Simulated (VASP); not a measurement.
# HRh6 in VASP: further runs, part 2 of 2

VASP 6.6.1. Earlier steps stand in the parts before.

**5. Single point, PBE**

File INCAR:

```
PREC     = Accurate       # precision mode
ENCUT    = 520            # plane-wave cutoff, eV
EDIFF    = 1E-7           # SCF threshold, eV
ISMEAR   = 0              # smearing method
SIGMA    = 0.1            # smearing width, eV
LREAL    = F              # projectors in reciprocal space
LASPH    = T              # aspherical terms in the spheres
NELM     = 60             # most SCF steps
ALGO     = Normal         # electronic algorithm
ISIF     = 2              # what is computed and relaxed
LWAVE    = F              # write WAVECAR
LCHARG   = F              # write CHGCAR
LDIPOL   = T            
IDIPOL   = 3            
DIPOL    = 0.5 0.5 0.295
GGA      = PE             # functional
NBANDS   = 104            # bands
```

File KPOINTS:

```
regular mesh
0
Gamma
  5 5 1
```

File POSCAR:

```
HRh6
1.0
    5.4163401145      0.0000000000      0.0000000000
    0.0000000000      5.4163401145      0.0000000000
    0.0000000000      0.0000000000     21.6737367085
Rh H
12 2
Direct
    0.2500000000      0.2500000000      0.1845551625
    0.2500000000      0.7500000000      0.1845551625
    0.7500000000      0.2500000000      0.1845551625
    0.7500000000      0.7500000000      0.1845551625
    0.0000000000      0.0000000000      0.2693761947
    0.0000000000      0.5000000000      0.2693761947
    0.5000000000      0.0000000000      0.2693761947
    0.5000000000      0.5000000000      0.2693761947
    0.2500000000      0.2500000000      0.3540569313
    0.2500000000      0.7500000000      0.3540569313
    0.7500000000      0.2500000000      0.3540569313
    0.7500000000      0.7500000000      0.3540569313
    0.4151641163      0.5000000000      0.4486414521
    0.5848358837      0.5000000000      0.4486414521
```

Potentials or basis: VASP PAW PBE potentials, release 64 (Rh_pv, H).

Started as:

```sh
$ cat potpaw_PBE.64/Rh_pv/POTCAR potpaw_PBE.64/H/POTCAR > POTCAR
$ mpirun -np 1 vasp_std > vasp.out
```

OUTCAR:

```text
PREC = Accurate
   ENCUT = 520
   EDIFF = 1E-7
   ISMEAR = 0
   LREAL = F
   LASPH = T
   NELM = 60
   ISIF = 2
   GGA = PE

 ion  position               nearest neighbor table
   1  0.250  0.250  0.185-   5 2.65   6 2.65   7 2.65   8 2.65   2 2.71   3 2.71   2 2.71   3 2.71

   2  0.250  0.750  0.185-   5 2.65   6 2.65   7 2.65   8 2.65   1 2.71   4 2.71   1 2.71   4 2.71

   3  0.750  0.250  0.185-   5 2.65   6 2.65   7 2.65   8 2.65   1 2.71   4 2.71   4 2.71   1 2.71
[... 15 lines left out ...]
  11  0.750  0.250  0.354-   5 2.65   6 2.65   7 2.65   8 2.65   9 2.71  12 2.71  12 2.71   9 2.71

  12  0.750  0.750  0.354-   5 2.65   6 2.65   7 2.65   8 2.65  10 2.71  11 2.71  11 2.71  10 2.71

  13  0.415  0.500  0.449-
  14  0.585  0.500  0.449-

  LATTYP: Found a simple tetragonal cell.
 ALAT       =     5.4163401145
 C/A-ratio  =     4.0015464779

  Lattice vectors:

[... 1153 lines left out ...]

 vacuum level on the upper side and lower side of the slab       (xc-potential included)        -0.126         0.112

  FORCE on cell =-STRESS in cart. coord.  units (eV):
  Direction    XX          YY          ZZ          XY          YZ          ZX
  --------------------------------------------------------------------------------------
  -------------------------------------------------------------------------------------
  Total       -9.0743722     -7.2068440     -0.7522689      0.0000000      0.0000000      0.0000000
  in kB      -22.8655431    -18.1597580     -1.8955621      0.0000000      0.0000000      0.0000000
  external PRESSURE =     -14.3069544 kB  Pullay stress =       0.0000000 kB

 VOLUME and BASIS-vectors are now :
 -----------------------------------------------------------------------------
  energy-cutoff  :      520.00
  volume of cell :      635.84
      direct lattice vectors                 reciprocal lattice vectors
     5.416340114  0.000000000  0.000000000     0.184626515  0.000000000  0.000000000
     0.000000000  5.416340114  0.000000000     0.000000000  0.184626515  0.000000000
     0.000000000  0.000000000 21.673736709     0.000000000  0.000000000  0.046138791

 POSITION                                       TOTAL-FORCE (eV/Angst)
 -----------------------------------------------------------------------------------
      1.35409      1.35409      4.00000        -0.026522     -0.011116      0.051611
      1.35409      4.06226      4.00000        -0.026522      0.011116      0.051611
      4.06226      1.35409      4.00000         0.026522     -0.011116      0.051611
      4.06226      4.06226      4.00000         0.026522      0.011116      0.051611
      0.00000      0.00000      5.83839         0.000000     -0.000000      0.125239
      0.00000      2.70817      5.83839         0.000000     -0.000000     -0.194597
      2.70817      0.00000      5.83839         0.000000     -0.000000     -0.157074
      2.70817      2.70817      5.83839         0.000000     -0.000000     -0.077610
      1.35409      1.35409      7.67374        -0.045761     -0.009740      0.076894
      1.35409      4.06226      7.67374        -0.045761      0.009740      0.076894
      4.06226      1.35409      7.67374         0.045761     -0.009740      0.076894
      4.06226      4.06226      7.67374         0.045761      0.009740      0.076894
      2.24867      2.70817      9.72374         2.378921     -0.000000     -0.104990
      3.16767      2.70817      9.72374        -2.378921     -0.000000     -0.104990
 -----------------------------------------------------------------------------------
    total drift:                               -0.000000      0.000000      0.001843

  FREE ENERGIE OF THE ION-ELECTRON SYSTEM (eV)
  ---------------------------------------------------
  free  energy   TOTEN  =       -85.0612344047 eV

  energy  without entropy=      -84.9669142979  energy(sigma->0) =      -85.01407435

 vacuum level on the upper side and lower side of the slab         4.263         4.507
```

OSZICAR:

```text
N       E                     dE             d eps       ncg     rms          rms(c)
DAV:   1     0.168524358273E+04    0.16852E+04   -0.11342E+05  2496   0.159E+03
DAV:   2    -0.256570394460E+02   -0.17109E+04   -0.16706E+04  2032   0.449E+02
DAV:   3    -0.880923070572E+02   -0.62435E+02   -0.56851E+02  2272   0.804E+01
[... 22 lines left out ...]
DAV:  26    -0.850612255381E+02   -0.67766E-05   -0.19633E-07  1456   0.825E-04    0.130E-03
DAV:  27    -0.850612310796E+02   -0.55415E-05   -0.13099E-07  1280   0.864E-04    0.597E-04
DAV:  28    -0.850612336700E+02   -0.25905E-05   -0.65884E-08  1280   0.416E-04    0.401E-04
DAV:  29    -0.850612341287E+02   -0.45865E-06   -0.81847E-09  1152   0.250E-04    0.239E-04
DAV:  30    -0.850612343422E+02   -0.21355E-06   -0.58634E-09  1152   0.218E-04    0.649E-05
DAV:  31    -0.850612344047E+02   -0.62497E-07    0.13785E-09  1088   0.109E-04
   1 F= -.85061234E+02 E0= -.85014074E+02  d E =-.943201E-01
```

Wall time 44 min (1 thread of Intel Xeon 8259CL, shared host); peak memory 0.76 GiB.

Results:

| Quantity | Value |
| --- | --- |
| Free energy | -85.0612 eV |
| Largest force | 2.381 eV/Å |
| Band gap on the k mesh | zero (bands 91 and 92 overlap by 0.69 eV) |

Forces in eV/Å, atoms in the order of the input:
```
Rh  -0.027 -0.011  0.052
Rh  -0.027  0.011  0.052
Rh   0.027 -0.011  0.052
Rh   0.027  0.011  0.052
Rh   0.000  0.000  0.125
Rh   0.000  0.000 -0.195
Rh   0.000  0.000 -0.157
Rh   0.000  0.000 -0.078
Rh  -0.046 -0.010  0.077
Rh  -0.046  0.010  0.077
Rh   0.046 -0.010  0.077
Rh   0.046  0.010  0.077
H    2.379  0.000 -0.105
H   -2.379  0.000 -0.105
```

Levels at points of the mesh, in eV from the Fermi level:
| k point | band 87 | band 88 | band 89 | band 90 | band 91 | band 92 | band 93 | band 94 | band 95 | band 96 |
| --- | --- | --- | --- | --- | --- | --- | --- | --- | --- | --- |
| (0.00, 0.00, 0.00) | 0.07 | 0.22 | 0.29 | 0.34 | 0.34 | 0.54 | 0.57 | 0.65 | 0.67 | 0.67 |

**6. Single point, PBE**

File INCAR:

```
SYSTEM = HRh6
PREC = Accurate ; ENCUT = 520
EDIFF = 1E-6 ; ISMEAR = 0
SIGMA = 0.1 ; LREAL = .FALSE.
LASPH = .TRUE. ; NELM = 60
ALGO = Normal ; ISIF = 2
LWAVE = .FALSE. ; LCHARG = .FALSE.
LDIPOL = .TRUE. ; IDIPOL = 3
DIPOL = 0.5 0.5 0.291 ; GGA = PE
NBANDS = 104
```

File KPOINTS:

```
Automatic mesh
0
G
  5 5 1
  0 0 0
```

Edit POSCAR of step 5 so:

```diff
@@ -20,3 +20,3 @@
     0.7500000000      0.7500000000      0.3540569313
-    0.4151641163      0.5000000000      0.4486414521
-    0.5848358837      0.5000000000      0.4486414521
+    0.2936798694      0.5000000000      0.4191126261
+    0.7063201306      0.5000000000      0.4191126261
```

Potentials or basis: VASP PAW PBE potentials, release 64 (Rh_pv, H).

Started as:

```sh
$ cat potpaw_PBE.64/Rh_pv/POTCAR potpaw_PBE.64/H/POTCAR > POTCAR
$ mpirun -np 1 vasp_std > vasp.out
```

Run time: 42 min. Hardware: 1 thread of Intel Xeon 8259CL, shared host; peak memory 0.79 GiB.

It converged, with:

```yaml
Free_energy: -85.8095 eV
Largest_force: 1.477 eV/Å
Band_gap_on_the_k_mesh: zero (bands 91 and 92 overlap by 0.71 eV)
```

Forces in eV/Å, atoms in the order of the input:
```
Rh   0.003  0.062 -0.063
Rh   0.003 -0.062 -0.063
Rh  -0.003  0.062 -0.063
Rh  -0.003 -0.062 -0.063
Rh   0.000  0.000  0.284
Rh   0.000  0.000 -0.224
Rh   0.000  0.000  0.175
Rh   0.000  0.000 -0.255
Rh   0.143  0.530  0.784
Rh   0.143 -0.530  0.784
Rh  -0.143  0.530  0.784
Rh  -0.143 -0.530  0.784
H   -0.365  0.000 -1.431
H    0.365  0.000 -1.431
```

Levels at points of the mesh, in eV from the Fermi level:
```tsv
k point	band 87	band 88	band 89	band 90	band 91	band 92	band 93	band 94	band 95	band 96
(0.00, 0.00, 0.00)	0.07	0.19	0.27	0.33	0.34	0.52	0.55	0.64	0.64	0.66
```

**7. Single point, PBE**

File INCAR:

```
PREC = Accurate
ENCUT = 520
EDIFF = 1E-7
ISMEAR = 0
SIGMA = 0.1
LREAL = False
LASPH = True
NELM = 100
ALGO = Normal
ISIF = 2
LWAVE = False
LCHARG = False
LDIPOL = True
IDIPOL = 3
DIPOL = 0.5 0.5 0.293
GGA = PE
NBANDS = 104
```

File KPOINTS:

```
Automatic mesh
0
Gamma
  5 5 1
```

Edit POSCAR of step 6 so:

```diff
@@ -20,3 +20,3 @@
     0.7500000000      0.7500000000      0.3540569313
-    0.2936798694      0.5000000000      0.4191126261
-    0.7063201306      0.5000000000      0.4191126261
+    0.2936798694      0.5000000000      0.4338770391
+    0.7063201306      0.5000000000      0.4338770391
```

Potentials or basis: VASP PAW PBE potentials, release 64 (Rh_pv, H).

Started as:

```sh
$ cat potpaw_PBE.64/Rh_pv/POTCAR potpaw_PBE.64/H/POTCAR > POTCAR
$ mpirun -np 1 vasp_std > vasp.out
```

OUTCAR:

```text
PREC = Accurate
   ENCUT = 520
   EDIFF = 1E-7
   ISMEAR = 0
   LREAL = False
   LASPH = True
   NELM = 100
   ISIF = 2
   GGA = PE

 ion  position               nearest neighbor table
   1  0.250  0.250  0.185-   5 2.65   6 2.65   7 2.65   8 2.65   2 2.71   3 2.71   2 2.71   3 2.71

   2  0.250  0.750  0.185-   5 2.65   6 2.65   7 2.65   8 2.65   1 2.71   4 2.71   1 2.71   4 2.71

   3  0.750  0.250  0.185-   5 2.65   6 2.65   7 2.65   8 2.65   1 2.71   4 2.71   4 2.71   1 2.71
[... 15 lines left out ...]
  11  0.750  0.250  0.354-   5 2.65   6 2.65   7 2.65   8 2.65   9 2.71  12 2.71  12 2.71   9 2.71

  12  0.750  0.750  0.354-   5 2.65   6 2.65   7 2.65   8 2.65  10 2.71  11 2.71  11 2.71  10 2.71

  13  0.294  0.500  0.434-
  14  0.706  0.500  0.434-

  LATTYP: Found a simple tetragonal cell.
 ALAT       =     5.4163401145
 C/A-ratio  =     4.0015464779

  Lattice vectors:

 A1 = (   5.4163401145,   0.0000000000,   0.0000000000)
 A2 = (   0.0000000000,   5.4163401145,   0.0000000000)
 A3 = (   0.0000000000,   0.0000000000,  21.6737367085)

Analysis of symmetry for initial positions (statically):
=====================================================================
 Subroutine PRICEL returns:
 Original cell was already a primitive cell.

 Routine SETGRP: Setting up the symmetry group for a
 simple tetragonal supercell.

 Subroutine GETGRP returns: Found  4 space group operations
 (whereof  4 operations were pure point group operations)
 out of a pool of 16 trial point group operations.

The static configuration has the point symmetry C_2v.

Analysis of symmetry for dynamics (positions and initial velocities):
=====================================================================
 Subroutine PRICEL returns:
 Original cell was already a primitive cell.

 Routine SETGRP: Setting up the symmetry group for a
 simple tetragonal supercell.

 Subroutine GETGRP returns: Found  4 space group operations
 (whereof  4 operations were pure point group operations)
 out of a pool of 16 trial point group operations.

The dynamic configuration has the point symmetry C_2v.

 Subroutine INISYM returns: Found  4 space group operations
 (whereof  4 operations are pure point group operations),
 and found     1 'primitive' translations

----------------------------------------------------------------------------------------

                                     Primitive cell

  volume of cell :     635.8368

  direct lattice vectors                    reciprocal lattice vectors
     5.416340114  0.000000000  0.000000000     0.184626515  0.000000000  0.000000000
     0.000000000  5.416340114  0.000000000     0.000000000  0.184626515  0.000000000
     0.000000000  0.000000000 21.673736709     0.000000000  0.000000000  0.046138791

  length of vectors
     5.416340114  5.416340114 21.673736709     0.184626515  0.184626515  0.046138791

  position of ions in fractional coordinates (direct lattice)
     0.250000000  0.250000000  0.184555162
     0.250000000  0.750000000  0.184555162
     0.750000000  0.250000000  0.184555162
     0.750000000  0.750000000  0.184555162
     0.000000000  0.000000000  0.269376195
     0.000000000  0.500000000  0.269376195
[... 73 lines left out ...]
   ISTART =      0    job   : 0-new  1-cont  2-samecut
   ICHARG =      2    charge: 1-file 2-atom 10-const
   ISPIN  =      1    spin polarized calculation?
   LNONCOLLINEAR =      F non collinear calculations
   LSORBIT =      F    spin-orbit coupling
   LASPH  =      T    aspherical Exc in radial PAW
   ENCUT  =  520.0 eV  38.22 Ry    6.18 a.u.  10.07 10.07 40.30*2*pi/ulx,y,z
   NELM   =    100;   NELMIN=  2; NELMDL= -5     # of ELM steps
   EDIFF  = 0.1E-06   stopping-criterion for ELM
   LREAL  =      F    real-space projection
   EDIFFG = 0.1E-05   stopping-criterion for IOM
   NSW    =      0    number of steps for IOM
   IBRION =     -1    ionic relax: 0-MD 1-quasi-New 2-CG
   NFREE  =      0    steps in history (QN), initial steepest desc. (CG)
   ISIF   =      2    stress and relaxation
   ISYM   =      2    0-nonsym 1-usesym 2-fastsym
   POTIM  = 0.5000    time-step for ionic-motion
   TEBEG  =    0.0;   TEEND  =   0.0 temperature during run
   PSTRESS=    0.0 pullay stress
   NELECT =     182.0000    total number of electrons
   NUPDOWN=      -1.0000    fix difference up-down
   EMIN   =  10.00;   EMAX   =-10.00  energy-range for DOS
   EFERMI =   0.00;   METHOD = LEGACY
   ISMEAR =     0;   SIGMA  =   0.10  broadening in eV -4-tet -1-fermi 0-gaus
   EFERMI_NEDOS =   21; number of points for ismear=-14 and -15
   IALGO  =     38    algorithm
   IMIX   =      4    mixing-type and parameters
     AMIX     =   0.40;   BMIX     =  1.00
     AMIX_MAG =   1.60;   BMIX_MAG =  1.00
  volume/ion in A,a.u.               =      45.42       306.49
  Fermi-wavevector in a.u.,A,eV,Ry     =   1.078906  2.038836 15.837686  1.164037
  Thomas-Fermi vector in A             =   2.214857
   LORBIT       =      0    0 simple, 1 ext, 2 COOP (PROOUT), +10 PAW based schemes
   GGA     = PE    functional components
   LHFCALC =     F    Hartree Fock is set to
   AEXX    =    0.0000 exact exchange contribution
   IVDW    =     0    specifies the selected vdW correction
   LEPSILON=     F    determine dielectric tensor
   LRPA    =     F    only Hartree local field effects (RPA)
 non-spin polarized calculation
 Gauss-broadening in eV      SIGMA  =   0.10
  energy-cutoff  :      520.00
  volume of cell :      635.84
 maximum number of plane-waves:     17146
   NGX = 21   NGY = 21   NGZ = 81

 dipolmoment           0.000000      0.000000     -0.174394 electrons x Angstroem

 number of electron     182.0000092 magnetization

 dipolmoment           0.000000      0.000000      0.107927 electrons x Angstroem

 Free energy of the ion-electron system (eV)
  ---------------------------------------------------
  ext. energy  EPLUGINS =         0.00000000
  ---------------------------------------------------
  free energy    TOTEN  =       -84.66471392 eV

  energy without entropy =      -84.57370381  energy(sigma->0) =      -84.61920886

 E-fermi :  -0.7565     XC(G=0):  -4.6961

 val. band max:       -0.7569283564   @ k =  -0.2000   0.4000   0.0000
 cond. band min:      -0.7547801194   @ k =   0.2000   0.2000   0.0000
 fundamental gap:      0.0021482369
 Fermi energy:        -0.7564859270

 k-point     1 :       0.0000    0.0000    0.0000
  band No.  band energies     occupation
      1     -47.7958      2.00000
      2     -47.7808      2.00000
      3     -47.7366      2.00000
      4     -47.7261      2.00000
      5     -47.6031      2.00000
      6     -47.5932      2.00000
[... 943 lines left out ...]
    102       0.4399      0.00000
    103       0.7509      0.00000
 [bands above 103 left out]

------------------------ aborting loop because EDIFF is reached ----------------------------------------

 vacuum level on the upper side and lower side of the slab       (xc-potential included)         0.319        -0.330

  FORCE on cell =-STRESS in cart. coord.  units (eV):
  Direction    XX          YY          ZZ          XY          YZ          ZX
  --------------------------------------------------------------------------------------
  -------------------------------------------------------------------------------------
  Total       -6.8823786    -10.3828454     -6.4345997      0.0000000      0.0000000      0.0000000
  in kB      -17.3421721    -26.1626252    -16.2138619      0.0000000      0.0000000      0.0000000
  external PRESSURE =     -19.9062198 kB  Pullay stress =       0.0000000 kB

 VOLUME and BASIS-vectors are now :
 -----------------------------------------------------------------------------
  energy-cutoff  :      520.00
  volume of cell :      635.84
      direct lattice vectors                 reciprocal lattice vectors
     5.416340114  0.000000000  0.000000000     0.184626515  0.000000000  0.000000000
     0.000000000  5.416340114  0.000000000     0.000000000  0.184626515  0.000000000
     0.000000000  0.000000000 21.673736709     0.000000000  0.000000000  0.046138791

 POSITION                                       TOTAL-FORCE (eV/Angst)
 -----------------------------------------------------------------------------------
      1.35409      1.35409      4.00000         0.002308      0.052998     -0.071781
      1.35409      4.06226      4.00000         0.002308     -0.052998     -0.071781
      4.06226      1.35409      4.00000        -0.002308      0.052998     -0.071781
      4.06226      4.06226      4.00000        -0.002308     -0.052998     -0.071781
      0.00000      0.00000      5.83839         0.000000     -0.000000      0.429727
      0.00000      2.70817      5.83839         0.000000     -0.000000     -0.226617
      2.70817      0.00000      5.83839         0.000000     -0.000000      0.251576
      2.70817      2.70817      5.83839         0.000000     -0.000000     -0.226310
      1.35409      1.35409      7.67374         0.135568      0.560799      1.019933
      1.35409      4.06226      7.67374         0.135568     -0.560799      1.019933
      4.06226      1.35409      7.67374        -0.135568      0.560799      1.019933
      4.06226      4.06226      7.67374        -0.135568     -0.560799      1.019933
      1.59067      2.70817      9.40374        -0.293499     -0.000000     -2.010492
      3.82567      2.70817      9.40374         0.293499      0.000000     -2.010492
 -----------------------------------------------------------------------------------
    total drift:                               -0.000000      0.000000      0.001601

  FREE ENERGIE OF THE ION-ELECTRON SYSTEM (eV)
  ---------------------------------------------------
  free  energy   TOTEN  =       -84.6647139198 eV

  energy  without entropy=      -84.5737038061  energy(sigma->0) =      -84.61920886

 vacuum level on the upper side and lower side of the slab         4.824         4.158
```

Wall time 54 min (1 thread of Intel Xeon 8259CL, shared host); peak memory 0.79 GiB.

Results:

```yaml
Free_energy: -84.6647 eV
Largest_force: 2.032 eV/Å
Band_gap_on_the_k_mesh: zero (bands 91 and 92 overlap by 0.72 eV)
```

Forces on the atoms (eV/Å):
```
Rh   0.002  0.053 -0.072
Rh   0.002 -0.053 -0.072
Rh  -0.002  0.053 -0.072
Rh  -0.002 -0.053 -0.072
Rh   0.000  0.000  0.430
Rh   0.000  0.000 -0.227
Rh   0.000  0.000  0.252
Rh   0.000  0.000 -0.226
Rh   0.136  0.561  1.020
Rh   0.136 -0.561  1.020
Rh  -0.136  0.561  1.020
Rh  -0.136 -0.561  1.020
H   -0.293  0.000 -2.010
H    0.293  0.000 -2.010
```

**8. The runs side by side**

```tsv
cell	gap on the mesh (eV)	largest force (eV/Å)
as given, atomic positions A	none	4.53
as given, atomic positions B	none	7.03
as given, atomic positions C	none	1.85
as given, atomic positions D	none	2.38
as given, atomic positions E	none	1.48
as given, atomic positions F	none	2.03
```

Alike in all rows: task single point; level PBE; potentials or basis VASP PAW PBE potentials, release 64 (Rh_pv, H); no spin polarisation; k mesh 5 × 5 × 1; cutoff (eV) 520; smearing gaussian 0.1 eV.

Total energies depend on the potentials used, so only differences within one code and one set of settings carry meaning.

The gap in the log of VASP goes by the Fermi energy; the results here count the filled bands.